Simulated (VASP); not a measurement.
# BN in VASP: notebook

BN is run at these levels: PBEsol, PBE-based global hybrid, PBE; tasks: single point.

Program: VASP 6.6.1. These are calculated values, not measurements. Logs are shortened: lines on timing, memory, paths and dates and some standing lists are left out, and cuts for length are marked.

**1. The cell of the first run**

It takes space group I-4m2 (No. 119, tetragonal). Conventional cell: a = 2.461 Å, b = 2.461 Å, c = 3.626 Å, α = 90.00°, β = 90.00°, γ = 90.00°. Within 2.0 Å of N (site symmetry -4m2) lie 4 B at 1.53 Å. B (site symmetry -4m2) has 4 N at 1.53 Å within 2.0 Å.

**2. Single point, PBEsol**

Contents of INCAR:

```
  PREC = Accurate
  ENCUT = 600
  EDIFF = 1E-6
  ISMEAR = -1
  SIGMA = 0.05
  LREAL = False
  LASPH = True
  NELM = 120
  ALGO = Normal
  ISIF = 2
  LWAVE = False
  LCHARG = False
  GGA = PS
  NBANDS = 11
  GGA_COMPAT = False
```

Contents of KPOINTS:

```
Automatic mesh
0
Gamma
  11 11 11
```

Contents of POSCAR:

```
BN
1.0
    0.0000000000      1.7404809600      1.8130010000
    1.7404809600      0.0000000000      1.8130010000
    1.7404809600      1.7404809600      0.0000000000
N B
1 1
Direct
    0.2500000000      0.2500000000      0.2500000000
    0.0000000000      0.0000000000      0.0000000000
```

Potentials or basis: VASP PAW PBE potentials, release 64 (N, B).

Launch:

```sh
> cat potpaw_PBE.64/N/POTCAR potpaw_PBE.64/B/POTCAR > POTCAR
> mpirun -np 1 vasp_std > vasp.out
```

OUTCAR:

```text
PREC = Accurate
   ENCUT = 600
   EDIFF = 1E-6
   ISMEAR = -1
   LREAL = False
   LASPH = True
   NELM = 120
   ISIF = 2
   GGA = PS

 ion  position               nearest neighbor table
   1  0.250  0.250  0.250-   2 1.53   2 1.53   2 1.53   2 1.53
   2  0.000  0.000  0.000-   1 1.53   1 1.53   1 1.53   1 1.53

  LATTYP: Found a body centered tetragonal cell.
 ALAT       =     2.4614117787
 C/A-ratio  =     1.4731391275

  Lattice vectors:

 A1 = (  -1.7404809600,   0.0000000000,   1.8130010000)
 A2 = (   1.7404809600,   0.0000000000,   1.8130010000)
 A3 = (   0.0000000000,   1.7404809600,  -1.8130010000)

Analysis of symmetry for initial positions (statically):
=====================================================================
 Subroutine PRICEL returns:
 Original cell was already a primitive cell.

 Routine SETGRP: Setting up the symmetry group for a
 body centered tetragonal supercell.

 Subroutine GETGRP returns: Found  8 space group operations
 (whereof  8 operations were pure point group operations)
 out of a pool of 16 trial point group operations.

The static configuration has the point symmetry D_2d.

Analysis of symmetry for dynamics (positions and initial velocities):
=====================================================================
 Subroutine PRICEL returns:
 Original cell was already a primitive cell.

 Routine SETGRP: Setting up the symmetry group for a
 body centered tetragonal supercell.

 Subroutine GETGRP returns: Found  8 space group operations
 (whereof  8 operations were pure point group operations)
 out of a pool of 16 trial point group operations.

The dynamic configuration has the point symmetry D_2d.

 Subroutine INISYM returns: Found  8 space group operations
 (whereof  8 operations are pure point group operations),
 and found     1 'primitive' translations

----------------------------------------------------------------------------------------

                                     Primitive cell

  volume of cell :      10.9842

  direct lattice vectors                    reciprocal lattice vectors
     0.000000000  1.740480960  1.813001000    -0.287276915  0.287276915  0.275785838
     1.740480960  0.000000000  1.813001000     0.287276915 -0.287276915  0.275785838
     1.740480960  1.740480960  0.000000000     0.287276915  0.287276915 -0.275785838

[... 87 lines left out ...]
   IBRION =     -1    ionic relax: 0-MD 1-quasi-New 2-CG
   NFREE  =      0    steps in history (QN), initial steepest desc. (CG)
   ISIF   =      2    stress and relaxation
   ISYM   =      2    0-nonsym 1-usesym 2-fastsym
   POTIM  = 0.5000    time-step for ionic-motion
   TEBEG  =    0.0;   TEEND  =   0.0 temperature during run
   PSTRESS=    0.0 pullay stress
   NELECT =       8.0000    total number of electrons
   NUPDOWN=      -1.0000    fix difference up-down
   EMIN   =  10.00;   EMAX   =-10.00  energy-range for DOS
   EFERMI =   0.00;   METHOD = LEGACY
   ISMEAR =    -1;   SIGMA  =   0.05  broadening in eV -4-tet -1-fermi 0-gaus
   EFERMI_NEDOS =   21; number of points for ismear=-14 and -15
   IALGO  =     38    algorithm
   IMIX   =      4    mixing-type and parameters
     AMIX     =   0.40;   BMIX     =  1.00
     AMIX_MAG =   1.60;   BMIX_MAG =  1.00
  volume/ion in A,a.u.               =       5.49        37.06
  Fermi-wavevector in a.u.,A,eV,Ry     =   1.472932  2.783437 29.518220  2.169528
  Thomas-Fermi vector in A             =   2.587886
   LORBIT       =      0    0 simple, 1 ext, 2 COOP (PROOUT), +10 PAW based schemes
   GGA     = PS    functional components
   LHFCALC =     F    Hartree Fock is set to
   AEXX    =    0.0000 exact exchange contribution
   IVDW    =     0    specifies the selected vdW correction
   LEPSILON=     F    determine dielectric tensor
   LRPA    =     F    only Hartree local field effects (RPA)
 non-spin polarized calculation
  energy-cutoff  :      600.00
  volume of cell :       10.98
 maximum number of plane-waves:       379
   NGX =  9   NGY =  9   NGZ =  9

 number of electron       7.9999999 magnetization

 Free energy of the ion-electron system (eV)
  ---------------------------------------------------
  ext. energy  EPLUGINS =         0.00000000
  ---------------------------------------------------
  free energy    TOTEN  =       -18.25914598 eV

  energy without entropy =      -18.25914598  energy(sigma->0) =      -18.25914598

 E-fermi :   9.3427     XC(G=0): -13.3757

 val. band max:        8.4376431463   @ k =   0.0000   0.0000   0.0000
 cond. band min:      12.5147530382   @ k =   0.4545   0.0000   0.4545
 fundamental gap:      4.0771098919
 Fermi energy:         9.3426714372

 k-point     1 :       0.0000    0.0000    0.0000
  band No.  band energies     occupation
      1     -12.8178      2.00000
      2       7.9841      2.00000
      3       8.4376      2.00000
      4       8.4376      2.00000
      5      17.3076      0.00000
      6      17.3076      0.00000
      7      17.5991      0.00000
      8      19.7397      0.00000
      9      34.1900      0.00000
     10      35.5477      0.00000
     11      35.8818      0.00000
[... 309 lines left out ...]
 k-point    24 :      -0.1818    0.1818    0.0000
  band No.  band energies     occupation
      1     -10.5510      2.00000
      2       2.2633      2.00000
      3       4.0099      2.00000
      4       7.4806      2.00000
      5      19.2666      0.00000
      6      19.4070      0.00000
      7      20.0966      0.00000
      8      22.4877      0.00000
      9      30.3037      0.00000
     10      31.6223      0.00000
     11      36.8832      0.00000

 [... further k-points ...]

------------------------ aborting loop because EDIFF is reached ----------------------------------------

  FORCE on cell =-STRESS in cart. coord.  units (eV):
  Direction    XX          YY          ZZ          XY          YZ          ZX
  --------------------------------------------------------------------------------------
  -------------------------------------------------------------------------------------
  Total        2.6044765      2.6044765      0.6824786      0.0000000     -0.0000000     -0.0000000
  in kB      379.8957518    379.8957518     99.5481113      0.0000000     -0.0000000     -0.0000000
  external PRESSURE =     286.4465383 kB  Pullay stress =       0.0000000 kB

 VOLUME and BASIS-vectors are now :
 -----------------------------------------------------------------------------
  energy-cutoff  :      600.00
  volume of cell :       10.98
      direct lattice vectors                 reciprocal lattice vectors
     0.000000000  1.740480960  1.813001000    -0.287276915  0.287276915  0.275785838
     1.740480960  0.000000000  1.813001000     0.287276915 -0.287276915  0.275785838
     1.740480960  1.740480960  0.000000000     0.287276915  0.287276915 -0.275785838

 POSITION                                       TOTAL-FORCE (eV/Angst)
 -----------------------------------------------------------------------------------
      0.87024      0.87024      0.90650        -0.000000     -0.000000      0.000000
      0.00000      0.00000      0.00000         0.000000      0.000000     -0.000000
 -----------------------------------------------------------------------------------
    total drift:                               -0.000001     -0.000001      0.000002

  FREE ENERGIE OF THE ION-ELECTRON SYSTEM (eV)
  ---------------------------------------------------
  free  energy   TOTEN  =       -18.2591459790 eV

  energy  without entropy=      -18.2591459789  energy(sigma->0) =      -18.25914598
```

Run time: 11 s. Hardware: 1 thread of Intel Xeon Platinum 8124M at 3.00GHz (Skylake/Cascade Lake), shared host; peak memory 0.13 GiB.

What came out:

```
Free energy            : -18.2591 eV
Pressure               : 28.6 GPa
Band gap on the k mesh : 4.08 eV, indirect (least direct gap 8.87 eV)
```

Stress tensor (GPa, compression positive):
```
37.99  0.00  0.00
 0.00 37.99  0.00
 0.00  0.00  9.95
```

Caveat: the PAW data sets were made with another functional, which shifts forces and pressure a little.

**3. Single point, PBEsol**

This run uses another cell than the first one, of 5.72 Å³/atom, 1.042 times its volume.

Contents of INCAR:

```
PREC = Accurate
ENCUT = 600
EDIFF = 1E-6
ISMEAR = -1
SIGMA = 0.05
LREAL = F
LASPH = T
NELM = 120
ALGO = Normal
ISIF = 2
LWAVE = F
LCHARG = F
GGA = PS
NBANDS = 11
GGA_COMPAT = F
```

KPOINTS is that of step 2.

Contents of POSCAR:

```
BN
1.0
    0.0000000000      1.7767409800      1.8130010000
    1.7767409800      0.0000000000      1.8130010000
    1.7767409800      1.7767409800      0.0000000000
N B
1 1
Direct
    0.2500000000      0.2500000000      0.2500000000
    0.0000000000      0.0000000000      0.0000000000
```

Potentials or basis: VASP PAW PBE potentials, release 64 (N, B).

Launch:

```sh
> cat potpaw_PBE.64/N/POTCAR potpaw_PBE.64/B/POTCAR > POTCAR
> mpirun -np 1 vasp_std > vasp.out
```

OUTCAR:

```text
PREC = Accurate
   ENCUT = 600
   EDIFF = 1E-6
   ISMEAR = -1
   LREAL = F
   LASPH = T
   NELM = 120
   ISIF = 2
   GGA = PS

 ion  position               nearest neighbor table
   1  0.250  0.250  0.250-   2 1.55   2 1.55   2 1.55   2 1.55
   2  0.000  0.000  0.000-   1 1.55   1 1.55   1 1.55   1 1.55

  LATTYP: Found a body centered tetragonal cell.
 ALAT       =     2.5126911907
 C/A-ratio  =     1.4430750636

  Lattice vectors:
[... 519 lines left out ...]
     11      35.2794      0.00000

 [... further k-points ...]

------------------------ aborting loop because EDIFF is reached ----------------------------------------

  FORCE on cell =-STRESS in cart. coord.  units (eV):
  Direction    XX          YY          ZZ          XY          YZ          ZX
  --------------------------------------------------------------------------------------
  -------------------------------------------------------------------------------------
  Total        1.0152303      1.0152303      0.0884799      0.0000000      0.0000000      0.0000000
  in kB      142.1015732    142.1015732     12.3845151      0.0000000      0.0000000      0.0000000
  external PRESSURE =      98.8625538 kB  Pullay stress =       0.0000000 kB

 VOLUME and BASIS-vectors are now :
 -----------------------------------------------------------------------------
  energy-cutoff  :      600.00
  volume of cell :       11.45
      direct lattice vectors                 reciprocal lattice vectors
     0.000000000  1.776740980  1.813001000    -0.281414120  0.281414120  0.275785838
     1.776740980  0.000000000  1.813001000     0.281414120 -0.281414120  0.275785838
     1.776740980  1.776740980  0.000000000     0.281414120  0.281414120 -0.275785838

 POSITION                                       TOTAL-FORCE (eV/Angst)
 -----------------------------------------------------------------------------------
      0.88837      0.88837      0.90650        -0.000000     -0.000000      0.000000
      0.00000      0.00000      0.00000         0.000000      0.000000     -0.000000
 -----------------------------------------------------------------------------------
    total drift:                               -0.000001     -0.000001      0.000001

  FREE ENERGIE OF THE ION-ELECTRON SYSTEM (eV)
  ---------------------------------------------------
  free  energy   TOTEN  =       -18.3350603013 eV

  energy  without entropy=      -18.3350603013  energy(sigma->0) =      -18.33506030
```

OSZICAR:

```text
N       E                     dE             d eps       ncg     rms          rms(c)
DAV:   1     0.142987485159E+02    0.14299E+02   -0.54588E+03  2844   0.815E+02
DAV:   2    -0.186944865410E+02   -0.32993E+02   -0.31783E+02  3288   0.191E+02
DAV:   3    -0.193306605180E+02   -0.63617E+00   -0.63512E+00  3315   0.219E+01
DAV:   4    -0.193314154913E+02   -0.75497E-03   -0.75496E-03  3005   0.850E-01
DAV:   5    -0.193314161356E+02   -0.64424E-06   -0.64420E-06  3273   0.250E-02    0.672E+00
DAV:   6    -0.184497843293E+02    0.88163E+00   -0.26501E+00  3024   0.996E+00    0.334E+00
DAV:   7    -0.183562344627E+02    0.93550E-01   -0.11342E-01  3177   0.269E+00    0.190E+00
DAV:   8    -0.183350327590E+02    0.21202E-01   -0.34261E-02  3108   0.129E+00    0.195E-01
DAV:   9    -0.183350401293E+02   -0.73702E-05   -0.81162E-04  2982   0.254E-01    0.828E-02
DAV:  10    -0.183350585432E+02   -0.18414E-04   -0.61898E-05  3072   0.750E-02    0.137E-02
DAV:  11    -0.183350602652E+02   -0.17220E-05   -0.38318E-06  3174   0.154E-02    0.836E-03
DAV:  12    -0.183350603013E+02   -0.36133E-07   -0.90383E-07  1485   0.683E-03
   1 F= -.18335060E+02 E0= -.18335060E+02  d E =-.271525E-11
```

stdout:

```text
POSCAR found type information on POSCAR N B
 POSCAR found :  2 types and       2 ions
 scaLAPACK will be used
 -----------------------------------------------------------------------------
|                                                                             |
|                                                                             |
|     You enforced a specific xc type in the INCAR file but a different       |
|     I HOPE YOU KNOW WHAT YOU ARE DOING!                                     |
|                                                                             |
 -----------------------------------------------------------------------------

 LDA part: xc-table for (Slater+PW92), standard interpolation
 POSCAR, INCAR and KPOINTS ok, starting setup
 FFT: planning ... GRIDC
 FFT: planning ... GRID_SOFT
 FFT: planning ... GRID
 WAVECAR not read
 entering main loop
```

It took 11 s on 1 thread of Intel Xeon Platinum 8124M at 3.00GHz (Skylake/Cascade Lake), shared host; peak memory 0.13 GiB.

Results:

```yaml
Free_energy: -18.3351 eV
Pressure: 9.9 GPa
Band_gap_on_the_k_mesh: 4.23 eV, indirect (least direct gap 8.79 eV)
```

Stress tensor (GPa, compression positive):
```
14.21  0.00  0.00
 0.00 14.21  0.00
 0.00  0.00  1.24
```

Caveat: the PAW data sets were made with another functional, which shifts forces and pressure a little.

(Continued in part 2 of 2.)
